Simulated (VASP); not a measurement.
# LaS3 (P6/mmm) in VASP: a series of runs

The runs below take LaS3 through single point, relaxation of cell and atoms, with PBE.

Program: VASP 6.6.1. These are calculated values, not measurements. Logs are shortened: lines on timing, memory, paths and dates and some standing lists are left out, and cuts for length are marked.

### Step 1. The cell of the first run

It takes space group P6/mmm (No. 191, hexagonal). The conventional cell has a = 4.060 Å, b = 4.060 Å, c = 8.483 Å, α = 90.00°, β = 90.00°, γ = 120.00°. Within 2.4 Å of La (site symmetry 6/mmm) lie 2 S at 1.83 Å. Within 2.4 Å of S (site symmetry 6mm) lie 1 La at 1.83 Å. S (site symmetry 6/mmm) has 2 S at 2.41 Å within 3.2 Å.

### Step 2. Single point, PBE

Contents of INCAR:

```
SYSTEM = LaS3
PREC     = Accurate       ! precision mode
ENCUT    = 500            ! plane-wave cutoff, eV
EDIFF    = 1E-6           ! SCF threshold, eV
ISMEAR   = 0              ! smearing method
SIGMA    = 0.1            ! smearing width, eV
LREAL    = .False.        ! projectors in reciprocal space
LASPH    = .True.         ! aspherical terms in the spheres
NELM     = 200            ! most SCF steps
ALGO     = Normal         ! electronic algorithm
ISIF     = 2              ! what is computed and relaxed
LWAVE    = .False.        ! write WAVECAR
LCHARG   = .True.         ! write CHGCAR
GGA      = PE             ! functional
LELF     = .True.         ! ELF
LVHAR    = .True.       
NBANDS   = 22             ! bands
GGA_COMPAT= .False.      
LMAXMIX  = 6              ! l up to which the mixer works
```

Contents of KPOINTS:

```
Automatic mesh
0
Gamma
  6 6 2
  0 0 0
```

Contents of POSCAR:

```
LaS3
1.0
    4.0604615400      0.0000000000      0.0000000000
   -2.0302307700      3.5164628400      0.0000000000
    0.0000000000      0.0000000000      8.4827885300
La S
1 3
Direct
    0.0000000000      0.0000000000      0.0000000000
    0.0000000000      0.0000000000      0.7843083000
    0.0000000000      0.0000000000      0.2156917000
    0.0000000000      0.0000000000      0.5000000000
```

Potentials or basis: VASP PAW PBE potentials, release 64 (La, S).

Launch:

```console
cat potpaw_PBE.64/La/POTCAR potpaw_PBE.64/S/POTCAR > POTCAR
mpirun -np 1 vasp_std > vasp.out
```

OUTCAR:

```text
SYSTEM = LaS3
   PREC = Accurate
   ENCUT = 500
   EDIFF = 1E-6
   ISMEAR = 0
   LREAL = .False.
   LASPH = .True.
   NELM = 200
   ISIF = 2
   GGA = PE

 ion  position               nearest neighbor table
   1  0.000  0.000  0.000-   2 1.83   3 1.83
   2  0.000  0.000  0.784-   1 1.83   4 2.41
   3  0.000  0.000  0.216-   1 1.83   4 2.41
   4  0.000  0.000  0.500-   2 2.41   3 2.41

  LATTYP: Found a hexagonal cell.
 ALAT       =     4.0604615400
 C/A-ratio  =     2.0891192901

  Lattice vectors:

 A1 = (   4.0604615400,   0.0000000000,   0.0000000000)
 A2 = (  -2.0302307700,   3.5164628400,   0.0000000000)
 A3 = (   0.0000000000,   0.0000000000,   8.4827885300)

Analysis of symmetry for initial positions (statically):
=====================================================================
 Subroutine PRICEL returns:
 Original cell was already a primitive cell.

 Routine SETGRP: Setting up the symmetry group for a
 hexagonal supercell.

 Subroutine GETGRP returns: Found 24 space group operations
 (whereof 24 operations were pure point group operations)
 out of a pool of 24 trial point group operations.

The static configuration has the point symmetry D_6h.

Analysis of symmetry for dynamics (positions and initial velocities):
=====================================================================
 Subroutine PRICEL returns:
 Original cell was already a primitive cell.

 Routine SETGRP: Setting up the symmetry group for a
 hexagonal supercell.

 Subroutine GETGRP returns: Found 24 space group operations
 (whereof 24 operations were pure point group operations)
 out of a pool of 24 trial point group operations.

The dynamic configuration has the point symmetry D_6h.

 Subroutine INISYM returns: Found 24 space group operations
 (whereof 24 operations are pure point group operations),
 and found     1 'primitive' translations

----------------------------------------------------------------------------------------

                                     Primitive cell

  volume of cell :     121.1212

  direct lattice vectors                    reciprocal lattice vectors
     4.060461540  0.000000000  0.000000000     0.246277422  0.142188336  0.000000000
    -2.030230770  3.516462840  0.000000000     0.000000000  0.284376672  0.000000000
     0.000000000  0.000000000  8.482788530     0.000000000  0.000000000  0.117885763

  length of vectors
[... 74 lines left out ...]
   NELM   =    200;   NELMIN=  2; NELMDL= -5     # of ELM steps
   EDIFF  = 0.1E-05   stopping-criterion for ELM
   LREAL  =      F    real-space projection
   EDIFFG = 0.1E-04   stopping-criterion for IOM
   NSW    =      0    number of steps for IOM
   IBRION =     -1    ionic relax: 0-MD 1-quasi-New 2-CG
   NFREE  =      0    steps in history (QN), initial steepest desc. (CG)
   ISIF   =      2    stress and relaxation
   ISYM   =      2    0-nonsym 1-usesym 2-fastsym
   POTIM  = 0.5000    time-step for ionic-motion
   TEBEG  =    0.0;   TEEND  =   0.0 temperature during run
   PSTRESS=    0.0 pullay stress
   NELECT =      29.0000    total number of electrons
   NUPDOWN=      -1.0000    fix difference up-down
   EMIN   =  10.00;   EMAX   =-10.00  energy-range for DOS
   EFERMI =   0.00;   METHOD = LEGACY
   ISMEAR =     0;   SIGMA  =   0.10  broadening in eV -4-tet -1-fermi 0-gaus
   EFERMI_NEDOS =   21; number of points for ismear=-14 and -15
   IALGO  =     38    algorithm
   IMIX   =      4    mixing-type and parameters
     AMIX     =   0.40;   BMIX     =  1.00
     AMIX_MAG =   1.60;   BMIX_MAG =  1.00
  volume/ion in A,a.u.               =      30.28       204.34
  Fermi-wavevector in a.u.,A,eV,Ry     =   1.016563  1.921025 14.060255  1.033400
  Thomas-Fermi vector in A             =   2.149913
   LORBIT       =      0    0 simple, 1 ext, 2 COOP (PROOUT), +10 PAW based schemes
   GGA     = PE    functional components
   LHFCALC =     F    Hartree Fock is set to
   AEXX    =    0.0000 exact exchange contribution
   IVDW    =     0    specifies the selected vdW correction
   LEPSILON=     F    determine dielectric tensor
   LRPA    =     F    only Hartree local field effects (RPA)
 non-spin polarized calculation
 Gauss-broadening in eV      SIGMA  =   0.10
  energy-cutoff  :      500.00
  volume of cell :      121.12
 maximum number of plane-waves:      3102
 NGX is ok and might be reduce to    30
   NGX = 15   NGY = 15   NGZ = 31

 number of electron      29.0000000 magnetization

 Free energy of the ion-electron system (eV)
  ---------------------------------------------------
  ext. energy  EPLUGINS =         0.00000000
  ---------------------------------------------------
  free energy    TOTEN  =        -4.91326731 eV

  energy without entropy =       -4.88705185  energy(sigma->0) =       -4.90015958

 E-fermi :   3.1332     XC(G=0):  -8.0429

 val. band max:        3.1310846759   @ k =   0.1667   0.0000   0.5000
 cond. band min:       3.1757494719   @ k =   0.1667   0.0000   0.0000
 fundamental gap:      0.0446647960
 Fermi energy:         3.1331587826

 k-point     1 :       0.0000    0.0000    0.0000
  band No.  band energies     occupation
      1     -29.7719      2.00000
      2     -18.9482      2.00000
      3     -12.6285      2.00000
      4     -12.6285      2.00000
      5     -10.1285      2.00000
      6      -7.2799      2.00000
[... 339 lines left out ...]
     21       7.1640      0.00000
     22       7.2303      0.00000

------------------------ aborting loop because EDIFF is reached ----------------------------------------

  FORCE on cell =-STRESS in cart. coord.  units (eV):
  Direction    XX          YY          ZZ          XY          YZ          ZX
  --------------------------------------------------------------------------------------
  -------------------------------------------------------------------------------------
  Total        0.0743001      0.0743001     94.5374647      0.0000000      0.0000000      0.0000000
  in kB        0.9828337      0.9828336   1250.5309920      0.0000000      0.0000000      0.0000000
  external PRESSURE =     417.4988864 kB  Pullay stress =       0.0000000 kB

 VOLUME and BASIS-vectors are now :
 -----------------------------------------------------------------------------
  energy-cutoff  :      500.00
  volume of cell :      121.12
      direct lattice vectors                 reciprocal lattice vectors
     4.060461540  0.000000000  0.000000000     0.246277422  0.142188336  0.000000000
    -2.030230770  3.516462840  0.000000000     0.000000000  0.284376672  0.000000000
     0.000000000  0.000000000  8.482788530     0.000000000  0.000000000  0.117885763

 POSITION                                       TOTAL-FORCE (eV/Angst)
 -----------------------------------------------------------------------------------
      0.00000      0.00000      0.00000        -0.000000     -0.000000     -0.000000
      0.00000      0.00000      6.65312         0.000000      0.000000    -25.753286
      0.00000      0.00000      1.82967        -0.000000     -0.000000     25.753286
      0.00000      0.00000      4.24139        -0.000000     -0.000000     -0.000000
 -----------------------------------------------------------------------------------
    total drift:                                0.000000      0.000000     -0.000000

  FREE ENERGIE OF THE ION-ELECTRON SYSTEM (eV)
  ---------------------------------------------------
  free  energy   TOTEN  =        -4.9132673117 eV

  energy  without entropy=       -4.8870518494  energy(sigma->0) =       -4.90015958
```

OSZICAR:

```text
N       E                     dE             d eps       ncg     rms          rms(c)
DAV:   1     0.295904019806E+03    0.29590E+03   -0.10583E+04   616   0.142E+03
DAV:   2     0.488950535736E+02   -0.24701E+03   -0.21801E+03   756   0.278E+02
DAV:   3    -0.735052695324E+01   -0.56246E+02   -0.53249E+02   856   0.152E+02
DAV:   4    -0.121358304763E+02   -0.47853E+01   -0.46822E+01  1092   0.439E+01
[... 18 lines left out ...]
DAV:  23    -0.491327425425E+01   -0.83475E-05   -0.28053E-05  1014   0.396E-02    0.556E-02
DAV:  24    -0.491327176018E+01    0.24941E-05   -0.36991E-06   802   0.130E-02    0.424E-02
DAV:  25    -0.491326973015E+01    0.20300E-05   -0.25590E-06   664   0.121E-02    0.300E-02
DAV:  26    -0.491326738130E+01    0.23489E-05   -0.66284E-06   876   0.219E-02    0.201E-02
DAV:  27    -0.491326731170E+01    0.69597E-07   -0.24975E-06   686   0.148E-02
   1 F= -.49132673E+01 E0= -.49001596E+01  d E =-.262155E-01
```

stdout:

```text
POSCAR found type information on POSCAR LaS
 POSCAR found :  2 types and       4 ions
 scaLAPACK will be used
 LDA part: xc-table for (Slater+PW92), standard interpolation
 POSCAR, INCAR and KPOINTS ok, starting setup
 FFT: planning ... GRIDC
 FFT: planning ... GRID_SOFT
 FFT: planning ... GRID
 WAVECAR not read
 entering main loop
```

It took 37 s on 1 thread of Intel Xeon 6975P-C (Granite Rapids), shared host; peak memory 0.24 GiB.

What came out:

- Free energy: -4.9133 eV
- Pressure: 41.7 GPa
- Largest force: 25.753 eV/Å

Forces on the atoms (eV/Å):
```
La    0.000   0.000   0.000
S     0.000   0.000 -25.753
S     0.000   0.000  25.753
S     0.000   0.000   0.000
```

Levels at points of the mesh, in eV from the Fermi level:
```csv
k point,band 11,band 12,band 13,band 14,band 15,band 16,band 17,band 18
"(0.00, 0.00, 0.00)",-2.12,-2.12,-0.96,-0.28,0.34,0.34,1.41,1.90
"(0.50, 0.00, 0.00)",-2.37,-2.37,-0.88,-0.72,-0.08,0.07,2.27,2.62
"(0.00, 0.00, 0.50)",-1.93,-1.93,-1.82,0.08,0.08,1.40,1.90,1.90
"(0.50, 0.00, 0.50)",-2.98,-2.15,-1.41,-0.50,-0.24,2.12,2.41,2.49
```

Caveat: the k points lie up to 0.37 Å⁻¹ apart; spin-orbit coupling is left out, which moves the levels of the heavy elements; forces of over 1 eV/Å act on the atoms, so gaps and moduli don't describe the material at rest.

(Continued in part 2 of 2.)
